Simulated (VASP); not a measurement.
# Fe (P6_3/mmc) in VASP: notebook, part 2 of 2

VASP 6.6.1. Earlier steps stand in the parts before.

## Step 3: Single point, PBEsol, collinear spin, ferromagnetic start

This run uses another cell than the first one, of 10.45 Å³/atom, 1.019 times its volume.

INCAR reads:

```
ALGO = Normal
EDIFF = 1E-6
ENCUT = 520
GGA = PS
ISIF = 2
ISMEAR = -1
ISPIN = 2
LASPH = True
LCHARG = False
LMAXMIX = 4
LORBIT = 11
LREAL = False
LWAVE = False
MAGMOM = 3 3
NBANDS = 19
NELM = 150
PREC = Accurate
SIGMA = 0.05
```

KPOINTS reads:

```
k-points
0
Gamma
  12 12 7
```

POSCAR reads:

```
Fe
1.0
    2.4818982858      0.0000000000      0.0000000000
   -1.2409491429      2.1493869651      0.0000000000
    0.0000000000      0.0000000000      3.9172856485
Fe
2
Direct
    0.6666666667      0.3333333333      0.7500000000
    0.3333333333      0.6666666667      0.2500000000
```

Potentials or basis: VASP PAW PBE potentials, release 64 (Fe).

The run is started by

```
> cat potpaw_PBE.64/Fe/POTCAR > POTCAR
> mpirun -np 1 vasp_std > vasp.out
```

Wall time 23 s (1 thread of Intel Xeon 6975P-C (Granite Rapids), shared host); peak memory 0.16 GiB.

It converged, with:

```yaml
Free_energy: -17.8067 eV
Pressure: -17.7 GPa
Band_gap_on_the_k_mesh: zero (filled and empty bands overlap)
Net_moment: -0.01 μB per cell
Valence_electrons_inside_the_program's_atomic_spheres: Fe 7.45
```

Stress tensor (GPa, compression positive):
```
-17.94   0.00   0.00
  0.00 -17.94   0.00
  0.00   0.00 -17.26
```

Levels at points of the mesh, in eV from the Fermi level:
Spin up:
```tsv
k point	band 4	band 5	band 6	band 7	band 8	band 9	band 10	band 11	band 12	band 13
(0.00, 0.00, 0.00)	-1.61	-1.48	-1.16	-1.16	-0.84	-0.84	0.50	0.67	0.67	8.50
(0.50, 0.00, 0.00)	-2.04	-1.91	-1.49	-1.05	0.77	0.99	1.03	2.57	4.64	11.00
```
Spin down:
```csv
k point,band 6,band 7,band 8,band 9,band 10,band 11
"(0.00, 0.00, 0.00)",-1.17,-1.17,-0.84,-0.84,0.50,0.67
"(0.50, 0.00, 0.00)",-1.49,-1.05,0.76,0.98,1.03,2.57
```

Caveat: the starting moments collapsed, and a magnetic state may lie lower; the PAW data sets were made with another functional, which shifts forces and pressure a little.

## Step 4: Single point, LDA, collinear spin, ferromagnetic start

This run uses another cell than the first one, of 9.86 Å³/atom, 0.962 times its volume.

INCAR reads:

```
SYSTEM = Fe
ALGO = Normal
EDIFF = 1E-7
ENCUT = 520
ISIF = 2
ISMEAR = 0
ISPIN = 2
LASPH = .TRUE.
LCHARG = .FALSE.
LMAXMIX = 4
LORBIT = 11
LREAL = .FALSE.
LWAVE = .FALSE.
MAGMOM = 3 3
NBANDS = 19
NELM = 150
PREC = Accurate
SIGMA = 0.05
```

KPOINTS reads:

```
k-points
0
G
  10 10 6
  0 0 0
```

POSCAR reads:

```
Fe
1.0
    2.4341575853      0.0000000000      0.0000000000
   -1.2170787927      2.1080423057      0.0000000000
    0.0000000000      0.0000000000      3.8419344700
Fe
2
Direct
    0.6666666667      0.3333333333      0.7500000000
    0.3333333333      0.6666666667      0.2500000000
```

Potentials or basis: VASP PAW LDA potentials, release 64 (Fe).

The run is started by

```
> cat potpaw_LDA.64/Fe/POTCAR > POTCAR
> mpirun -np 1 vasp_std > vasp.out
```

OUTCAR:

```text
SYSTEM = Fe
   EDIFF = 1E-7
   ENCUT = 520
   ISIF = 2
   ISMEAR = 0
   ISPIN = 2
   LASPH = .TRUE.
   LORBIT = 11
   LREAL = .FALSE.
   NELM = 150
   PREC = Accurate

 ion  position               nearest neighbor table
   1  0.667  0.333  0.750-   2 2.38   2 2.38   2 2.38   2 2.38   2 2.38   2 2.38
   2  0.333  0.667  0.250-   1 2.38   1 2.38   1 2.38   1 2.38   1 2.38   1 2.38

  LATTYP: Found a hexagonal cell.
 ALAT       =     2.4341575853
 C/A-ratio  =     1.5783425417

  Lattice vectors:

 A1 = (   2.4341575853,   0.0000000000,   0.0000000000)
 A2 = (  -1.2170787927,   2.1080423057,   0.0000000000)
 A3 = (   0.0000000000,   0.0000000000,   3.8419344700)

Analysis of symmetry for initial positions (statically):
=====================================================================
 Subroutine PRICEL returns:
 Original cell was already a primitive cell.

 Routine SETGRP: Setting up the symmetry group for a
 hexagonal supercell.

 Subroutine GETGRP returns: Found 24 space group operations
 (whereof 12 operations were pure point group operations)
[... 723 lines left out ...]

 k-point     1 :       0.0000    0.0000    0.0000
  band No.  band energies     occupation
      1      -1.9047      1.00000
      2       2.0007      1.00000
      3       5.4080      1.00000
      4       5.4080      1.00000
      5       5.5394      1.00000
      6       5.9034      1.00000
[... 517 lines left out ...]
     18      28.1907      0.00000
     19      33.4127      0.00000

 [... further k-points ...]
[... 5 lines left out ...]
  --------------------------------------------------------------------------------------
  -------------------------------------------------------------------------------------
  Total       -1.2038620     -1.2038620     -1.5208260      0.0000000      0.0000000      0.0000000
  in kB      -97.8383981    -97.8383981   -123.5981985      0.0000000      0.0000000      0.0000000
  external PRESSURE =    -106.4249983 kB  Pullay stress =       0.0000000 kB

 VOLUME and BASIS-vectors are now :
 -----------------------------------------------------------------------------
  energy-cutoff  :      520.00
  volume of cell :       19.71
      direct lattice vectors                 reciprocal lattice vectors
     2.434157585  0.000000000  0.000000000     0.410819746  0.237186891  0.000000000
    -1.217078793  2.108042306  0.000000000     0.000000000  0.474373781  0.000000000
     0.000000000  0.000000000  3.841934470     0.000000000  0.000000000  0.260285543

 POSITION                                       TOTAL-FORCE (eV/Angst)
 -----------------------------------------------------------------------------------
      1.21708      0.70268      2.88145         0.000000     -0.000000      0.000000
     -0.00000      1.40536      0.96048        -0.000000      0.000000      0.000000
 -----------------------------------------------------------------------------------
    total drift:                               -0.000000      0.000000     -0.000000

  FREE ENERGIE OF THE ION-ELECTRON SYSTEM (eV)
  ---------------------------------------------------
  free  energy   TOTEN  =       -18.7894686082 eV

  energy  without entropy=      -18.7850202055  energy(sigma->0) =      -18.78724441

 total charge

# of ion       s       p       d       tot
------------------------------------------
    1        0.552   0.665   6.388   7.606
    2        0.552   0.665   6.388   7.606
--------------------------------------------------
tot          1.105   1.331  12.776  15.211

 magnetization (x)

# of ion       s       p       d       tot
------------------------------------------
    1       -0.000  -0.000   0.000   0.000
    2       -0.000  -0.000   0.000   0.000
--------------------------------------------------
tot         -0.000  -0.000   0.000   0.000
```

Wall time 21 s (1 thread of Intel Xeon 6975P-C (Granite Rapids), shared host); peak memory 0.14 GiB.

What came out:

```yaml
Free_energy: -18.7895 eV
Pressure: -10.6 GPa
Band_gap_on_the_k_mesh: zero (filled and empty bands overlap)
Net_moment: 0.00 μB per cell
Valence_electrons_inside_the_program's_atomic_spheres: Fe 7.61
```

Stress tensor (GPa, compression positive):
```
 -9.78   0.00   0.00
  0.00  -9.78   0.00
  0.00   0.00 -12.36
```

Caveat: the starting moments collapsed, and a magnetic state may lie lower.

## Step 5: Single point, LDA, collinear spin, ferromagnetic start

This run uses another cell than the first one, of 9.86 Å³/atom, 0.962 times its volume.

INCAR reads:

```
SYSTEM = Fe
PREC = Accurate
ENCUT = 520
EDIFF = 1E-6
ISMEAR = 0
SIGMA = 0.05
LREAL = .False.
LASPH = .True.
NELM = 150
ALGO = Normal
ISIF = 2
LWAVE = .False.
LCHARG = .False.
ISPIN = 2
MAGMOM = 3 3
LORBIT = 11
LMAXMIX = 4
GGA = CA
NBANDS = 19
```

KPOINTS reads:

```
regular mesh
0
Gamma
  10 10 6
  0 0 0
```

POSCAR is that of step 4.

The run is started by

```
> cat potpaw_LDA.64/Fe/POTCAR > POTCAR
> mpirun -np 1 vasp_std > vasp.out
```

Run time: 16 s. Hardware: 1 thread of Intel Xeon 6975P-C (Granite Rapids), shared host; peak memory 0.14 GiB.

Results (log left out):

| Quantity | Value |
| --- | --- |
| Free energy | -18.7895 eV |
| Pressure | -10.6 GPa |
| Band gap on the k mesh | zero (filled and empty bands overlap) |
| Net moment | -0.01 μB per cell |
| Valence electrons inside the program's atomic spheres | Fe 7.61 |

Stress tensor (GPa, compression positive):
```
 -9.71   0.00   0.00
  0.00  -9.71   0.00
  0.00   0.00 -12.30
```

Levels at points of the mesh, in eV from the Fermi level:
Spin up:
```csv
k point,band 5,band 6,band 7,band 8,band 9,band 10,band 11,band 12
"(0.00, 0.00, 0.00)",-1.64,-1.28,-1.28,-0.93,-0.93,0.61,0.73,0.73
"(0.50, 0.00, 0.00)",-2.10,-1.61,-1.15,0.83,1.08,1.12,2.79,5.01
"(0.00, 0.00, 0.50)",-1.90,-1.90,-1.90,-1.90,0.31,0.31,0.31,0.31
"(0.50, 0.00, 0.50)",-0.71,-0.71,0.10,0.10,0.98,0.98,2.58,2.58
```
Spin down:
```
           k point  band 4  band 5  band 6  band 7  band 8  band 9  band 10  band 11  band 12  band 13
(0.00, 0.00, 0.00)   -1.78   -1.65   -1.28   -1.28   -0.93   -0.93     0.61     0.72     0.72     9.12
(0.50, 0.00, 0.00)   -2.13   -2.10   -1.62   -1.16    0.83    1.07     1.11     2.78     5.00    11.58
(0.00, 0.00, 0.50)   -2.21   -1.91   -1.91   -1.91   -1.91    0.31     0.31     0.31     0.31    17.60
(0.50, 0.00, 0.50)   -3.34   -0.72   -0.72    0.09    0.09    0.98     0.98     2.57     2.57     9.55
```

Caveat: the starting moments collapsed, and a magnetic state may lie lower.
